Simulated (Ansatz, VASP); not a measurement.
Te3P in VASP and in Ansatz

```xyz
4
Lattice="4.6288 0.0000 0.0000 0.0000 4.6288 0.0000 0.0000 0.0000 4.6288" Properties=species:S:1:pos:R:3 pbc="T T T"
Te    0.0000    2.3144    2.3144
Te    2.3144    0.0000    2.3144
Te    2.3144    2.3144    0.0000
P     0.0000    0.0000    0.0000
```

Alike in both runs: task relaxation of cell and atoms; functional PBE; k mesh 10 × 10 × 10; occupations gaussian, width 0.1 eV; no spin polarisation.

|  | VASP | Ansatz |
| --- | --- | --- |
| version | VASP 6.6.1 | Ansatz 0.2.0 |
| potentials or method | VASP PAW PBE potentials, release 64 (Te, P), cutoff 600 eV | scalar-relativistic, plane waves, PAW |
| valence electrons in the cell | 23 | 53 |

|  | VASP | Ansatz | Ansatz less VASP |
| --- | --- | --- | --- |
| gap on the k mesh at the Fermi level, each at its own relaxed structure (eV) | none | none | - |
| relaxed volume (Å³/atom) | 24.96 | 25.01 | +0.048 |
| relaxed length of the cell vector where the two differ most in proportion (Å) | 4.639 | 4.642 | +0.0030 |

A gap of «none» marks a metal or a gap that the smearing closes. VASP's potentials hold 23 valence electrons a cell and Ansatz's 53, so a difference there can come from the potentials and not from the codes.

Neither program's run includes spin-orbit coupling.
